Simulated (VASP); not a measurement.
# CaPb (P4/mmm) in VASP: notebook

Runs on CaPb. Level: LDA. Tasks: single point, relaxation of cell and atoms.

Everything below comes from runs of VASP 6.6.1. Logs are shortened: lines on timing, memory, paths and dates and some standing lists are left out, and cuts for length are marked.

## (1) The cell of the first run

Symmetry: P4/mmm, No. 123, tetragonal system. Conventional cell: a = 3.482 Å, b = 3.482 Å, c = 4.503 Å, α = 90.00°, β = 90.00°, γ = 90.00°. Within 4.6 Å of Ca (site symmetry 4/mmm) lie 8 Pb at 3.34 Å and 6 Ca at 3.48 to 4.50 Å. Within 4.6 Å of Pb (site symmetry 4/mmm) lie 8 Ca at 3.34 Å and 6 Pb at 3.48 to 4.50 Å.

## (2) Single point, LDA

The input, INCAR:

```
SYSTEM = CaPb
  PREC = Accurate
  ENCUT = 520
  EDIFF = 1E-6
  ISMEAR = -1
  SIGMA = 0.15
  LREAL = .FALSE.
  LASPH = .TRUE.
  NELM = 100
  ALGO = Normal
  ISIF = 2
  LWAVE = .FALSE.
  LCHARG = .FALSE.
  GGA = CA
  NBANDS = 19
```

The input, KPOINTS:

```
regular mesh
0
G
  12 12 10
  0 0 0
```

The input, POSCAR:

```
CaPb
1.0
    3.4817291554      0.0000000000      0.0000000000
    0.0000000000      3.4817291554      0.0000000000
    0.0000000000      0.0000000000      4.5025420229
Ca Pb
1 1
Direct
    0.0000000000      0.0000000000      0.0000000000
    0.5000000000      0.5000000000      0.5000000000
```

Potentials or basis: VASP PAW LDA potentials, release 64 (Ca_sv, Pb_d).

The run is started by

```sh
> cat potpaw_LDA.64/Ca_sv/POTCAR potpaw_LDA.64/Pb_d/POTCAR > POTCAR
> mpirun -np 1 vasp_std > vasp.out
```

OUTCAR:

```text
SYSTEM = CaPb
   PREC = Accurate
   ENCUT = 520
   EDIFF = 1E-6
   ISMEAR = -1
   LREAL = .FALSE.
   LASPH = .TRUE.
   NELM = 100
   ISIF = 2
   GGA = CA

 ion  position               nearest neighbor table
   1  0.000  0.000  0.000-   2 3.34   2 3.34   2 3.34   2 3.34   2 3.34   2 3.34   2 3.34   2 3.34

   2  0.500  0.500  0.500-   1 3.34   1 3.34   1 3.34   1 3.34   1 3.34   1 3.34   1 3.34   1 3.34

  LATTYP: Found a simple tetragonal cell.
 ALAT       =     3.4817291554
 C/A-ratio  =     1.2931913489

  Lattice vectors:

 A1 = (   3.4817291554,   0.0000000000,   0.0000000000)
 A2 = (   0.0000000000,   3.4817291554,   0.0000000000)
 A3 = (   0.0000000000,   0.0000000000,   4.5025420229)

Analysis of symmetry for initial positions (statically):
=====================================================================
 Subroutine PRICEL returns:
 Original cell was already a primitive cell.

 Routine SETGRP: Setting up the symmetry group for a
 simple tetragonal supercell.

 Subroutine GETGRP returns: Found 16 space group operations
 (whereof 16 operations were pure point group operations)
 out of a pool of 16 trial point group operations.

The static configuration has the point symmetry D_4h.

Analysis of symmetry for dynamics (positions and initial velocities):
=====================================================================
 Subroutine PRICEL returns:
 Original cell was already a primitive cell.

 Routine SETGRP: Setting up the symmetry group for a
 simple tetragonal supercell.

 Subroutine GETGRP returns: Found 16 space group operations
 (whereof 16 operations were pure point group operations)
 out of a pool of 16 trial point group operations.

The dynamic configuration has the point symmetry D_4h.

 Subroutine INISYM returns: Found 16 space group operations
 (whereof 16 operations are pure point group operations),
 and found     1 'primitive' translations

----------------------------------------------------------------------------------------

                                     Primitive cell

  volume of cell :      54.5818

  direct lattice vectors                    reciprocal lattice vectors
     3.481729155  0.000000000  0.000000000     0.287213610  0.000000000  0.000000000
     0.000000000  3.481729155  0.000000000     0.000000000  0.287213610  0.000000000
     0.000000000  0.000000000  4.502542023     0.000000000  0.000000000  0.222096761

  length of vectors
     3.481729155  3.481729155  4.502542023     0.287213610  0.287213610  0.222096761

  position of ions in fractional coordinates (direct lattice)
     0.000000000  0.000000000  0.000000000
     0.500000000  0.500000000  0.500000000

  ion indices of the primitive-cell ions
   primitive index   ion index
                 1           1
                 2           2

----------------------------------------------------------------------------------------

 KPOINTS: regular mesh

Automatic generation of k-mesh.
 Grid dimensions read from file:
 generate k-points for:   12   12   10

 Generating k-lattice:

  Cartesian coordinates                     Fractional coordinates (reciprocal lattice)
     0.023934468  0.000000000  0.000000000     0.083333333  0.000000000  0.000000000
     0.000000000  0.023934468  0.000000000     0.000000000  0.083333333  0.000000000
     0.000000000  0.000000000  0.022209676     0.000000000  0.000000000  0.100000000

  Length of vectors
     0.023934468  0.023934468  0.022209676

  Shift w.r.t. Gamma in fractional coordinates (k-lattice)
     0.000000000  0.000000000  0.000000000

 Subroutine IBZKPT returns following result:
 ===========================================

 Found    168 irreducible k-points:

 Following reciprocal coordinates:
            Coordinates               Weight
  0.000000  0.000000  0.000000      1.000000
  0.083333  0.000000  0.000000      4.000000
  0.166667  0.000000  0.000000      4.000000
  0.250000  0.000000  0.000000      4.000000
  0.333333  0.000000  0.000000      4.000000
  0.416667  0.000000  0.000000      4.000000
[... 16 lines left out ...]
  0.333333  0.333333  0.000000      4.000000
  0.416667  0.333333  0.000000      8.000000
 [... further k-points ...]
   k-points           NKPTS =    168   k-points in BZ     NKDIM =    168   number of bands    NBANDS=     19
   number of dos      NEDOS =    301   number of ions     NIONS =      2
   total plane-waves  NPLWV =  28224
   dimension x,y,z NGX =    28 NGY =   28 NGZ =   36
   dimension x,y,z NGXF=    56 NGYF=   56 NGZF=   72
   ions per type =               1   1
   NGX,Y,Z   is equivalent  to a cutoff of  13.37, 13.37, 13.29 a.u.
   NGXF,Y,Z  is equivalent  to a cutoff of  26.74, 26.74, 26.58 a.u.
 SYSTEM =  CaPb
   PREC   = accura    normal or accurate (medium, high low for compatibility)
   ISTART =      0    job   : 0-new  1-cont  2-samecut
   ICHARG =      2    charge: 1-file 2-atom 10-const
   ISPIN  =      1    spin polarized calculation?
   LNONCOLLINEAR =      F non collinear calculations
   LSORBIT =      F    spin-orbit coupling
   LASPH  =      T    aspherical Exc in radial PAW
   ENCUT  =  520.0 eV  38.22 Ry    6.18 a.u.   6.47  6.47  8.37*2*pi/ulx,y,z
   NELM   =    100;   NELMIN=  2; NELMDL= -5     # of ELM steps
   EDIFF  = 0.1E-05   stopping-criterion for ELM
   LREAL  =      F    real-space projection
   EDIFFG = 0.1E-04   stopping-criterion for IOM
   NSW    =      0    number of steps for IOM
   IBRION =     -1    ionic relax: 0-MD 1-quasi-New 2-CG
   NFREE  =      0    steps in history (QN), initial steepest desc. (CG)
   ISIF   =      2    stress and relaxation
   ISYM   =      2    0-nonsym 1-usesym 2-fastsym
   POTIM  = 0.5000    time-step for ionic-motion
   TEBEG  =    0.0;   TEEND  =   0.0 temperature during run
   PSTRESS=    0.0 pullay stress
   NELECT =      24.0000    total number of electrons
   NUPDOWN=      -1.0000    fix difference up-down
   EMIN   =  10.00;   EMAX   =-10.00  energy-range for DOS
   EFERMI =   0.00;   METHOD = LEGACY
   ISMEAR =    -1;   SIGMA  =   0.15  broadening in eV -4-tet -1-fermi 0-gaus
   EFERMI_NEDOS =   21; number of points for ismear=-14 and -15
   IALGO  =     38    algorithm
   IMIX   =      4    mixing-type and parameters
     AMIX     =   0.40;   BMIX     =  1.00
     AMIX_MAG =   1.60;   BMIX_MAG =  1.00
  volume/ion in A,a.u.               =      27.29       184.17
  Fermi-wavevector in a.u.,A,eV,Ry     =   1.244885  2.352492 21.085484  1.549739
  Thomas-Fermi vector in A             =   2.379132
   LORBIT       =      0    0 simple, 1 ext, 2 COOP (PROOUT), +10 PAW based schemes
   GGA     = CA    functional components
   LHFCALC =     F    Hartree Fock is set to
   AEXX    =    0.0000 exact exchange contribution
   IVDW    =     0    specifies the selected vdW correction
   LEPSILON=     F    determine dielectric tensor
   LRPA    =     F    only Hartree local field effects (RPA)
 non-spin polarized calculation
  energy-cutoff  :      520.00
  volume of cell :       54.58
 maximum number of plane-waves:      1491
 NGX is ok and might be reduce to    28
   NGX = 13   NGY = 13   NGZ = 17

 number of electron      24.0000001 magnetization

 Free energy of the ion-electron system (eV)
  ---------------------------------------------------
  ext. energy  EPLUGINS =         0.00000000
  ---------------------------------------------------
  free energy    TOTEN  =        -7.76391927 eV

  energy without entropy =       -7.70955270  energy(sigma->0) =       -7.73673598

 E-fermi :   5.8926     XC(G=0): -10.2136

 val. band max:        5.8634276023   @ k =   0.3333   0.3333   0.1000
 cond. band min:       5.9221867203   @ k =   0.3333   0.2500   0.3000
 fundamental gap:      0.0587591180
 Fermi energy:         5.8925546360

 k-point     1 :       0.0000    0.0000    0.0000
  band No.  band energies     occupation
      1     -34.9822      2.00000
      2     -16.2958      2.00000
      3     -16.2155      2.00000
      4     -16.2155      2.00000
      5     -10.9095      2.00000
      6     -10.7217      2.00000
[... 11 lines left out ...]
     18      10.1511      0.00000
     19      10.5051      0.00000

 k-point     2 :       0.0833    0.0000    0.0000
  band No.  band energies     occupation
      1     -34.9807      2.00000
      2     -16.2942      2.00000
      3     -16.2342      2.00000
      4     -16.2141      2.00000
      5     -10.8965      2.00000
      6     -10.7148      2.00000
[... 11 lines left out ...]
     18      10.6568      0.00000
     19      10.9212      0.00000

 k-point     3 :       0.1667    0.0000    0.0000
  band No.  band energies     occupation
      1     -34.9764      2.00000
      2     -16.2898      2.00000
      3     -16.2847      2.00000
      4     -16.2101      2.00000
      5     -10.8651      2.00000
      6     -10.6921      2.00000
[... 11 lines left out ...]
     18      11.0433      0.00000
     19      11.5019      0.00000

 k-point     4 :       0.2500    0.0000    0.0000
  band No.  band energies     occupation
      1     -34.9706      2.00000
      2     -16.3529      2.00000
      3     -16.2838      2.00000
      4     -16.2047      2.00000
      5     -10.8323      2.00000
      6     -10.6669      2.00000
[... 11 lines left out ...]
     18      11.5941      0.00000
     19      11.7290      0.00000

 k-point     5 :       0.3333    0.0000    0.0000
  band No.  band energies     occupation
      1     -34.9647      2.00000
      2     -16.4201      2.00000
      3     -16.2778      2.00000
      4     -16.1993      2.00000
      5     -10.8097      2.00000
      6     -10.6873      2.00000
[... 11 lines left out ...]
     18      11.7070      0.00000
     19      12.2560      0.00000

 k-point     6 :       0.4167    0.0000    0.0000
  band No.  band energies     occupation
      1     -34.9604      2.00000
      2     -16.4687      2.00000
      3     -16.2734      2.00000
      4     -16.1954      2.00000
      5     -10.7977      2.00000
      6     -10.7021      2.00000
[... 11 lines left out ...]
     18      11.4803      0.00000
     19      12.9054      0.00000

 k-point     7 :       0.5000    0.0000    0.0000
  band No.  band energies     occupation
      1     -34.9588      2.00000
      2     -16.4864      2.00000
      3     -16.2718      2.00000
      4     -16.1939      2.00000
      5     -10.7939      2.00000
      6     -10.7076      2.00000
[... 11 lines left out ...]
     18      11.8865      0.00000
     19      12.6728      0.00000

 k-point     8 :       0.0833    0.0833    0.0000
  band No.  band energies     occupation
      1     -34.9791      2.00000
      2     -16.2925      2.00000
      3     -16.2343      2.00000
      4     -16.2309      2.00000
      5     -10.8828      2.00000
      6     -10.7088      2.00000
[... 256 lines left out ...]
 k-point    20 :       0.3333    0.2500    0.0000
  band No.  band energies     occupation
      1     -34.9534      2.00000
      2     -16.4002      2.00000
      3     -16.3265      2.00000
      4     -16.2603      2.00000
      5     -10.7424      2.00000
      6     -10.6932      2.00000
[... 11 lines left out ...]
     18      11.3466      0.00000
     19      12.3215      0.00000

 k-point    21 :       0.4167    0.2500    0.0000
  band No.  band energies     occupation
      1     -34.9492      2.00000
      2     -16.4463      2.00000
      3     -16.3205      2.00000
      4     -16.2545      2.00000
      5     -10.7614      2.00000
      6     -10.7096      2.00000
[... 11 lines left out ...]
     18      11.2889      0.00000
     19      11.9701      0.00000

 k-point    22 :       0.5000    0.2500    0.0000
  band No.  band energies     occupation
      1     -34.9477      2.00000
      2     -16.4631      2.00000
      3     -16.3183      2.00000
      4     -16.2524      2.00000
      5     -10.7683      2.00000
      6     -10.7156      2.00000
[... 11 lines left out ...]
     18      11.2249      0.00000
     19      12.1771      0.00000

 k-point    23 :       0.3333    0.3333    0.0000
  band No.  band energies     occupation
      1     -34.9477      2.00000
      2     -16.3945      2.00000
      3     -16.3846      2.00000
      4     -16.2515      2.00000
      5     -10.7715      2.00000
      6     -10.6992      2.00000
[... 11 lines left out ...]
     18      11.0151      0.00000
     19      11.8182      0.00000

 k-point    24 :       0.4167    0.3333    0.0000
  band No.  band energies     occupation
      1     -34.9436      2.00000
      2     -16.4350      2.00000
      3     -16.3819      2.00000
      4     -16.2451      2.00000
      5     -10.7925      2.00000
      6     -10.7134      2.00000
[... 11 lines left out ...]
     18      10.5385      0.00000
     19      11.7193      0.00000

 [... further k-points ...]

------------------------ aborting loop because EDIFF is reached ----------------------------------------

  FORCE on cell =-STRESS in cart. coord.  units (eV):
  Direction    XX          YY          ZZ          XY          YZ          ZX
  --------------------------------------------------------------------------------------
  -------------------------------------------------------------------------------------
  Total        0.0316952      0.0316952      0.0518017      0.0000000      0.0000000      0.0000000
  in kB        0.9303701      0.9303701      1.5205724      0.0000000      0.0000000      0.0000000
  external PRESSURE =       1.1271042 kB  Pullay stress =       0.0000000 kB

 VOLUME and BASIS-vectors are now :
 -----------------------------------------------------------------------------
  energy-cutoff  :      520.00
  volume of cell :       54.58
      direct lattice vectors                 reciprocal lattice vectors
     3.481729155  0.000000000  0.000000000     0.287213610  0.000000000  0.000000000
     0.000000000  3.481729155  0.000000000     0.000000000  0.287213610  0.000000000
     0.000000000  0.000000000  4.502542023     0.000000000  0.000000000  0.222096761

 POSITION                                       TOTAL-FORCE (eV/Angst)
 -----------------------------------------------------------------------------------
      0.00000      0.00000      0.00000         0.000000      0.000000      0.000000
      1.74086      1.74086      2.25127         0.000000      0.000000      0.000000
 -----------------------------------------------------------------------------------
    total drift:                                0.000000      0.000000      0.000000

  FREE ENERGIE OF THE ION-ELECTRON SYSTEM (eV)
  ---------------------------------------------------
  free  energy   TOTEN  =        -7.7639192714 eV

  energy  without entropy=       -7.7095526976  energy(sigma->0) =       -7.73673598
```

It took 1.7 min on 1 thread of AMD EPYC 7R13 (Zen 3), shared host; peak memory 0.26 GiB.

Results:

```yaml
Free_energy: -7.7639 eV
Pressure: 0.1 GPa
Band_gap_on_the_k_mesh: zero (bands 12 and 13 overlap by 3.09 eV)
```

Levels at points of the mesh, in eV from the Fermi level:
```tsv
k point	band 8	band 9	band 10	band 11	band 12	band 13	band 14	band 15	band 16	band 17
(0.00, 0.00, 0.00)	-16.52	-16.51	-10.33	-0.62	-0.03	1.08	3.55	3.55	3.91	3.91
(0.50, 0.00, 0.00)	-16.51	-16.43	-8.35	-4.14	-0.78	1.31	2.39	3.99	4.01	5.40
(0.50, 0.50, 0.00)	-16.46	-16.37	-6.96	-1.89	-1.89	1.17	2.13	2.13	2.14	2.72
(0.00, 0.00, 0.50)	-16.51	-16.51	-9.64	-4.38	1.13	2.00	2.00	2.80	4.58	7.17
(0.50, 0.00, 0.50)	-16.51	-16.42	-8.28	-3.02	-1.85	0.22	3.26	3.60	3.82	3.82
(0.50, 0.50, 0.50)	-16.42	-16.37	-6.39	-2.36	-2.36	-1.87	3.51	3.71	3.71	3.80
```

Caveat: spin-orbit coupling is left out, which moves the levels of the heavy elements.

## (3) Relaxation of cell and atoms, LDA

This run uses another cell than the first one, of 30.34 Å³/atom.

The input, INCAR:

```
SYSTEM = CaPb
  PREC = Accurate
  ENCUT = 600
  EDIFF = 1E-6
  ISMEAR = -1
  SIGMA = 0.15
  LREAL = .FALSE.
  LASPH = .TRUE.
  NELM = 100
  ALGO = Normal
  ISIF = 3
  LWAVE = .FALSE.
  LCHARG = .FALSE.
  GGA = CA
  IBRION = 2
  NSW = 80
  EDIFFG = -0.001
```

KPOINTS is that of step 2.

The input, POSCAR:

```
CaPb
1.0
    3.6215934290      0.0000000000      0.0000000000
    0.0000000000      3.6215934290      0.0000000000
    0.0000000000      0.0000000000      4.6265836717
Ca Pb
1 1
Direct
    0.0000000000      0.0000000000      0.0000000000
    0.5000000000      0.5000000000      0.5000000000
```

Potentials or basis: VASP PAW LDA potentials, release 64 (Ca_sv, Pb_d).

The run is started by

```sh
> cat potpaw_LDA.64/Ca_sv/POTCAR potpaw_LDA.64/Pb_d/POTCAR > POTCAR
> mpirun -np 1 vasp_std > vasp.out
```

Run time: 12 min. Hardware: 1 thread of AMD EPYC 7R13 (Zen 3), shared host; peak memory 0.31 GiB.

It converged, with:

| Quantity | Value |
| --- | --- |
| Free energy | -7.7646 eV |
| Relaxed volume | 27.40 Å³/atom |
| Relaxed cell | a = 3.485 Å, b = 3.485 Å, c = 4.511 Å, α = 90.00°, β = 90.00°, γ = 90.00° |
| Space group after relaxing (to 0.1 Å) | P4/mmm (No. 123) |
| Energy gained by relaxing | 35.3 meV/atom |
| Ionic steps | 12 |
| Pressure after relaxing | 0.0 GPa |
| Band gap on the k mesh | zero (bands 12 and 13 overlap by 3.08 eV) |

The path:
```csv
step,energy change (eV),largest force (eV/Å),pressure (GPa),volume (Å³)
1,0.0000,0.0000,-3.52,60.68
2,-0.0696,0.0000,-0.09,55.02
3,-0.0696,0.0000,-0.04,54.91
4,-0.0703,0.0000,-0.02,54.87
5,-0.0707,0.0000,-0.01,54.80
6,-0.0707,0.0000,-0.01,54.80
7,-0.0707,0.0000,0.00,54.80
8,-0.0707,0.0000,0.00,54.80
9,-0.0707,0.0000,0.00,54.79
10,-0.0707,0.0000,0.00,54.79
11,-0.0707,0.0000,0.00,54.79
12,-0.0707,0.0000,0.00,54.79
```

Final structure:
```
Ca Pb
1.0
     3.48532    0.00000    0.00000
     0.00000    3.48532    0.00000
     0.00000    0.00000    4.51052
Ca Pb
1 1
Direct
  0.00000 0.00000 0.00000
  0.50000 0.50000 0.50000
```

Levels at points of the mesh, in eV from the Fermi level:
```csv
k point,band 8,band 9,band 10,band 11,band 12,band 13,band 14,band 15,band 16
"(0.00, 0.00, 0.00)",-16.51,-16.51,-10.31,-0.62,-0.03,1.08,3.54,3.54,3.90
"(0.50, 0.00, 0.00)",-16.50,-16.43,-8.35,-4.13,-0.77,1.31,2.39,3.96,4.01
"(0.50, 0.50, 0.00)",-16.45,-16.37,-6.96,-1.88,-1.88,1.18,2.12,2.12,2.12
"(0.00, 0.00, 0.50)",-16.51,-16.51,-9.63,-4.37,1.13,2.00,2.00,2.79,4.57
"(0.50, 0.00, 0.50)",-16.51,-16.42,-8.27,-3.01,-1.84,0.22,3.25,3.59,3.80
"(0.50, 0.50, 0.50)",-16.42,-16.37,-6.39,-2.35,-2.35,-1.85,3.50,3.70,3.70
```

Caveat: spin-orbit coupling is left out, which moves the levels of the heavy elements.

The gap in the log of VASP goes by the Fermi energy; the results here count the filled bands.